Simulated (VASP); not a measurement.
# ZnSe (F-43m) in VASP: further runs

Runs on ZnSe. Level: LDA. Tasks: single point, relaxation of cell and atoms.

Everything below comes from runs of VASP 6.6.1. Logs are shortened: lines on timing, memory, paths and dates and some standing lists are left out, and cuts for length are marked.

### 1 The cell of the first run

It takes space group F-43m (No. 216, cubic). Conventional cell: a = 5.568 Å, b = 5.568 Å, c = 5.568 Å, α = 90.00°, β = 90.00°, γ = 90.00°. Zn (site symmetry -43m) has 4 Se at 2.41 Å within 3.2 Å. Se (site symmetry -43m) has 4 Zn at 2.41 Å within 3.2 Å.

### 2 Single point, LDA

File INCAR:

```
SYSTEM = ZnSe
  PREC = Accurate
  ENCUT = 520
  EDIFF = 1E-7
  ISMEAR = 0
  SIGMA = 0.02
  LREAL = .FALSE.
  LASPH = .TRUE.
  NELM = 60
  ALGO = Normal
  ISIF = 2
  LWAVE = .FALSE.
  LCHARG = .FALSE.
  GGA = CA
  NBANDS = 16
```

File KPOINTS:

```
Automatic mesh
0
G
  8 8 8
  0 0 0
```

File POSCAR:

```
ZnSe
1.0
    0.0000000000      2.7837635926      2.7837635926
    2.7837635926      0.0000000000      2.7837635926
    2.7837635926      2.7837635926      0.0000000000
Zn Se
1 1
Direct
    0.0000000000      0.0000000000      0.0000000000
    0.2500000000      0.2500000000      0.2500000000
```

Potentials or basis: VASP PAW LDA potentials, release 64 (Zn, Se).

The run is started by

```console
$ cat potpaw_LDA.64/Zn/POTCAR potpaw_LDA.64/Se/POTCAR > POTCAR
$ mpirun -np 1 vasp_std > vasp.out
```

OUTCAR:

```text
SYSTEM = ZnSe
   PREC = Accurate
   ENCUT = 520
   EDIFF = 1E-7
   ISMEAR = 0
   LREAL = .FALSE.
   LASPH = .TRUE.
   NELM = 60
   ISIF = 2
   GGA = CA

 ion  position               nearest neighbor table
   1  0.000  0.000  0.000-   2 2.41   2 2.41   2 2.41   2 2.41
   2  0.250  0.250  0.250-   1 2.41   1 2.41   1 2.41   1 2.41

  LATTYP: Found a face centered cubic cell.
 ALAT       =     5.5675271852

  Lattice vectors:

 A1 = (   0.0000000000,   2.7837635926,   2.7837635926)
 A2 = (   2.7837635926,   0.0000000000,   2.7837635926)
 A3 = (   2.7837635926,   2.7837635926,   0.0000000000)

Analysis of symmetry for initial positions (statically):
=====================================================================
 Subroutine PRICEL returns:
 Original cell was already a primitive cell.

 Routine SETGRP: Setting up the symmetry group for a
 face centered cubic supercell.

 Subroutine GETGRP returns: Found 24 space group operations
 (whereof 24 operations were pure point group operations)
 out of a pool of 48 trial point group operations.

The static configuration has the point symmetry T_d .

Analysis of symmetry for dynamics (positions and initial velocities):
=====================================================================
 Subroutine PRICEL returns:
 Original cell was already a primitive cell.

 Routine SETGRP: Setting up the symmetry group for a
 face centered cubic supercell.

 Subroutine GETGRP returns: Found 24 space group operations
 (whereof 24 operations were pure point group operations)
 out of a pool of 48 trial point group operations.

The dynamic configuration has the point symmetry T_d .

 Subroutine INISYM returns: Found 24 space group operations
 (whereof 24 operations are pure point group operations),
 and found     1 'primitive' translations

----------------------------------------------------------------------------------------

                                     Primitive cell

  volume of cell :      43.1447

  direct lattice vectors                    reciprocal lattice vectors
     0.000000000  2.783763593  2.783763593    -0.179612953  0.179612953  0.179612953
     2.783763593  0.000000000  2.783763593     0.179612953 -0.179612953  0.179612953
     2.783763593  2.783763593  0.000000000     0.179612953  0.179612953 -0.179612953

  length of vectors
     3.936836227  3.936836227  3.936836227     0.311098761  0.311098761  0.311098761

  position of ions in fractional coordinates (direct lattice)
     0.000000000  0.000000000  0.000000000
     0.250000000  0.250000000  0.250000000

  ion indices of the primitive-cell ions
   primitive index   ion index
                 1           1
                 2           2

----------------------------------------------------------------------------------------

 KPOINTS: Automatic mesh

Automatic generation of k-mesh.
 Grid dimensions read from file:
 generate k-points for:    8    8    8

 Generating k-lattice:

  Cartesian coordinates                     Fractional coordinates (reciprocal lattice)
    -0.022451619  0.022451619  0.022451619     0.125000000  0.000000000  0.000000000
     0.022451619 -0.022451619  0.022451619     0.000000000  0.125000000  0.000000000
     0.022451619  0.022451619 -0.022451619     0.000000000  0.000000000  0.125000000

  Length of vectors
     0.038887345  0.038887345  0.038887345

  Shift w.r.t. Gamma in fractional coordinates (k-lattice)
     0.000000000  0.000000000  0.000000000

 Subroutine IBZKPT returns following result:
 ===========================================

 Found     29 irreducible k-points:

 Following reciprocal coordinates:
            Coordinates               Weight
  0.000000  0.000000  0.000000      1.000000
  0.125000  0.000000  0.000000      8.000000
  0.250000  0.000000  0.000000      8.000000
  0.375000  0.000000  0.000000      8.000000
  0.500000  0.000000  0.000000      4.000000
  0.125000  0.125000  0.000000      6.000000
[... 16 lines left out ...]
  0.500000  0.250000  0.125000     48.000000
 -0.375000  0.250000  0.125000     24.000000
 [... further k-points ...]
   k-points           NKPTS =     29   k-points in BZ     NKDIM =     29   number of bands    NBANDS=     16
   number of dos      NEDOS =    301   number of ions     NIONS =      2
   total plane-waves  NPLWV =  27000
   dimension x,y,z NGX =    30 NGY =   30 NGZ =   30
   dimension x,y,z NGXF=    60 NGYF=   60 NGZF=   60
   ions per type =               1   1
   NGX,Y,Z   is equivalent  to a cutoff of  12.67, 12.67, 12.67 a.u.
   NGXF,Y,Z  is equivalent  to a cutoff of  25.34, 25.34, 25.34 a.u.
 SYSTEM =  ZnSe
   PREC   = accura    normal or accurate (medium, high low for compatibility)
   ISTART =      0    job   : 0-new  1-cont  2-samecut
   ICHARG =      2    charge: 1-file 2-atom 10-const
   ISPIN  =      1    spin polarized calculation?
   LNONCOLLINEAR =      F non collinear calculations
   LSORBIT =      F    spin-orbit coupling
   LASPH  =      T    aspherical Exc in radial PAW
   ENCUT  =  520.0 eV  38.22 Ry    6.18 a.u.   7.32  7.32  7.32*2*pi/ulx,y,z
   NELM   =     60;   NELMIN=  2; NELMDL= -5     # of ELM steps
   EDIFF  = 0.1E-06   stopping-criterion for ELM
   LREAL  =      F    real-space projection
   EDIFFG = 0.1E-05   stopping-criterion for IOM
   NSW    =      0    number of steps for IOM
   IBRION =     -1    ionic relax: 0-MD 1-quasi-New 2-CG
   NFREE  =      0    steps in history (QN), initial steepest desc. (CG)
   ISIF   =      2    stress and relaxation
   ISYM   =      2    0-nonsym 1-usesym 2-fastsym
   POTIM  = 0.5000    time-step for ionic-motion
   TEBEG  =    0.0;   TEEND  =   0.0 temperature during run
   PSTRESS=    0.0 pullay stress
   NELECT =      18.0000    total number of electrons
   NUPDOWN=      -1.0000    fix difference up-down
   EMIN   =  10.00;   EMAX   =-10.00  energy-range for DOS
   EFERMI =   0.00;   METHOD = LEGACY
   ISMEAR =     0;   SIGMA  =   0.02  broadening in eV -4-tet -1-fermi 0-gaus
   EFERMI_NEDOS =   21; number of points for ismear=-14 and -15
   IALGO  =     38    algorithm
   IMIX   =      4    mixing-type and parameters
     AMIX     =   0.40;   BMIX     =  1.00
     AMIX_MAG =   1.60;   BMIX_MAG =  1.00
  volume/ion in A,a.u.               =      21.57       145.58
  Fermi-wavevector in a.u.,A,eV,Ry     =   1.223273  2.311650 20.359708  1.496396
  Thomas-Fermi vector in A             =   2.358390
   LORBIT       =      0    0 simple, 1 ext, 2 COOP (PROOUT), +10 PAW based schemes
   GGA     = CA    functional components
   LHFCALC =     F    Hartree Fock is set to
   AEXX    =    0.0000 exact exchange contribution
   IVDW    =     0    specifies the selected vdW correction
   LEPSILON=     F    determine dielectric tensor
   LRPA    =     F    only Hartree local field effects (RPA)
 non-spin polarized calculation
 Gauss-broadening in eV      SIGMA  =   0.02
  energy-cutoff  :      520.00
  volume of cell :       43.14
 maximum number of plane-waves:      1211
 NGX is ok and might be reduce to    30
   NGX = 15   NGY = 15   NGZ = 15

 number of electron      17.9999987 magnetization

 Free energy of the ion-electron system (eV)
  ---------------------------------------------------
  ext. energy  EPLUGINS =         0.00000000
  ---------------------------------------------------
  free energy    TOTEN  =        -7.37172207 eV

  energy without entropy =       -7.37172207  energy(sigma->0) =       -7.37172207

 E-fermi :   2.1083     XC(G=0):  -9.9380

 val. band max:        1.9920367076   @ k =   0.0000   0.0000   0.0000
 cond. band min:       3.2818078448   @ k =   0.0000   0.0000   0.0000
 fundamental gap:      1.2897711373
 Fermi energy:         2.1083000298

 k-point     1 :       0.0000    0.0000    0.0000
  band No.  band energies     occupation
      1     -11.6547      2.00000
      2      -4.8938      2.00000
      3      -4.8938      2.00000
      4      -4.8938      2.00000
      5      -4.4852      2.00000
      6      -4.4852      2.00000
[... 8 lines left out ...]
     15      13.5824      0.00000
     16      13.5824      0.00000

 k-point     2 :       0.1250    0.0000    0.0000
  band No.  band energies     occupation
      1     -11.5427      2.00000
      2      -4.8900      2.00000
      3      -4.8762      2.00000
      4      -4.8762      2.00000
      5      -4.4870      2.00000
      6      -4.4870      2.00000
[... 8 lines left out ...]
     15      12.6935      0.00000
     16      12.7384      0.00000

 k-point     3 :       0.2500    0.0000    0.0000
  band No.  band energies     occupation
      1     -11.2501      2.00000
      2      -4.8395      2.00000
      3      -4.8378      2.00000
      4      -4.8378      2.00000
      5      -4.4855      2.00000
      6      -4.4855      2.00000
[... 8 lines left out ...]
     15      12.4422      0.00000
     16      12.5632      0.00000

 k-point     4 :       0.3750    0.0000    0.0000
  band No.  band energies     occupation
      1     -10.9178      2.00000
      2      -4.8074      2.00000
      3      -4.8074      2.00000
      4      -4.6348      2.00000
      5      -4.4734      2.00000
      6      -4.4734      2.00000
[... 8 lines left out ...]
     15      13.6260      0.00000
     16      13.6260      0.00000
[... 324 lines left out ...]
 k-point    22 :       0.3750    0.2500    0.1250
  band No.  band energies     occupation
      1     -11.0201      2.00000
      2      -4.8606      2.00000
      3      -4.7826      2.00000
      4      -4.7561      2.00000
      5      -4.5029      2.00000
      6      -4.4572      2.00000
[... 8 lines left out ...]
     15      14.3641      0.00000
     16      15.5429      0.00000

 k-point    23 :       0.5000    0.2500    0.1250
  band No.  band energies     occupation
      1     -10.7415      2.00000
      2      -4.7948      2.00000
      3      -4.7565      2.00000
      4      -4.6228      2.00000
      5      -4.4726      2.00000
      6      -4.4160      2.00000
[... 8 lines left out ...]
     15      14.6823      0.00000
     16      15.7687      0.00000

 k-point    24 :      -0.3750    0.2500    0.1250
  band No.  band energies     occupation
      1     -10.6167      2.00000
      2      -4.7848      2.00000
      3      -4.7396      2.00000
      4      -4.5262      2.00000
      5      -4.4781      2.00000
      6      -4.2461      2.00000
[... 8 lines left out ...]
     15      14.7904      0.00000
     16      15.6713      0.00000

 [... further k-points ...]

------------------------ aborting loop because EDIFF is reached ----------------------------------------

  FORCE on cell =-STRESS in cart. coord.  units (eV):
  Direction    XX          YY          ZZ          XY          YZ          ZX
  --------------------------------------------------------------------------------------
  -------------------------------------------------------------------------------------
  Total        0.1003816      0.1003816      0.1003816      0.0000000      0.0000000     -0.0000000
  in kB        3.7276734      3.7276734      3.7276734      0.0000000      0.0000000     -0.0000000
  external PRESSURE =       3.7276734 kB  Pullay stress =       0.0000000 kB

 VOLUME and BASIS-vectors are now :
 -----------------------------------------------------------------------------
  energy-cutoff  :      520.00
  volume of cell :       43.14
      direct lattice vectors                 reciprocal lattice vectors
     0.000000000  2.783763593  2.783763593    -0.179612953  0.179612953  0.179612953
     2.783763593  0.000000000  2.783763593     0.179612953 -0.179612953  0.179612953
     2.783763593  2.783763593  0.000000000     0.179612953  0.179612953 -0.179612953

 POSITION                                       TOTAL-FORCE (eV/Angst)
 -----------------------------------------------------------------------------------
      0.00000      0.00000      0.00000        -0.000000      0.000000      0.000000
      1.39188      1.39188      1.39188         0.000000      0.000000     -0.000000
 -----------------------------------------------------------------------------------
    total drift:                               -0.000000     -0.000000      0.000000

  FREE ENERGIE OF THE ION-ELECTRON SYSTEM (eV)
  ---------------------------------------------------
  free  energy   TOTEN  =        -7.3717220688 eV

  energy  without entropy=       -7.3717220688  energy(sigma->0) =       -7.37172207
```

It took 24 s on 1 thread of Intel Xeon Platinum 8375C at 2.90GHz (Ice Lake), shared host; peak memory 0.15 GiB.

Results:

```
Free energy            : -7.3717 eV
Pressure               : 0.4 GPa
Band gap on the k mesh : 1.29 eV, direct
```

### 3 Relaxation of cell and atoms, LDA

This run uses another cell than the first one, of 22.72 Å³/atom, 1.053 times its volume.

File INCAR:

```
SYSTEM = ZnSe
ALGO = Normal ; EDIFF = 1E-7
EDIFFG = -0.005 ; ENCUT = 600
GGA = CA ; IBRION = 2
ISIF = 3 ; ISMEAR = 0
LASPH = .True. ; LCHARG = .False.
LREAL = .False. ; LWAVE = .False.
NELM = 100 ; NSW = 100
PREC = Accurate ; SIGMA = 0.02
```

File KPOINTS:

```
k-points
0
Gamma
  8 8 8
  0 0 0
```

File POSCAR:

```
ZnSe
1.0
    0.0000000000      2.8324425400      2.8324425400
    2.8324425400      0.0000000000      2.8324425400
    2.8324425400      2.8324425400      0.0000000000
Zn Se
1 1
Direct
    0.0000000000      0.0000000000      0.0000000000
    0.2500000000      0.2500000000      0.2500000000
```

Potentials or basis: VASP PAW LDA potentials, release 64 (Zn, Se).

The run is started by

```console
$ cat potpaw_LDA.64/Zn/POTCAR potpaw_LDA.64/Se/POTCAR > POTCAR
$ mpirun -np 1 vasp_std > vasp.out
```

Run time: 45 s. Hardware: 1 thread of Intel Xeon Platinum 8375C at 2.90GHz (Ice Lake), shared host; peak memory 0.17 GiB.

It converged, with:

| Property | Result |
| --- | --- |
| Free energy | -7.3723 eV |
| Relaxed volume | 21.67 Å³/atom |
| Relaxed cell | a = 3.943 Å, b = 3.943 Å, c = 3.943 Å, α = 60.00°, β = 60.00°, γ = 60.00° |
| Space group after relaxing (to 0.05 Å) | F-43m (No. 216) |
| Energy gained by relaxing | 10.4 meV/atom |
| Ionic steps | 3 |
| Pressure after relaxing | 0.0 GPa |
| Band gap on the k mesh | 1.27 eV, direct |

The path:
| step | energy change (eV) | largest force (eV/Å) | pressure (GPa) | volume (Å³) |
| --- | --- | --- | --- | --- |
| 1 | 0.0000 | 0.0000 | -3.04 | 45.45 |
| 2 | -0.0184 | 0.0000 | 1.15 | 42.67 |
| 3 | -0.0208 | 0.0000 | 0.00 | 43.34 |

Final structure:
```
Zn Se
1.0
     0.00000    2.78806    2.78806
     2.78806    0.00000    2.78806
     2.78806    2.78806    0.00000
Zn Se
1 1
Direct
  0.00000 0.00000 0.00000
  0.25000 0.25000 0.25000
```

Levels at points of the mesh, in eV from the valence-band top:
| k point | band 6 | band 7 | band 8 | band 9 | band 10 | band 11 | band 12 | band 13 |
| --- | --- | --- | --- | --- | --- | --- | --- | --- |
| (0.00, 0.00, 0.00) | -6.46 | 0.00 | 0.00 | 0.00 | 1.27 | 5.69 | 5.69 | 5.69 |
| (0.50, 0.00, 0.00) | -6.29 | -5.61 | -0.95 | -0.95 | 2.46 | 6.27 | 6.27 | 8.48 |
| (0.50, 0.50, 0.00) | -6.26 | -5.05 | -2.38 | -2.38 | 2.70 | 3.32 | 10.89 | 11.43 |

LDA gaps usually lie below the measured ones, often by a third to a half.
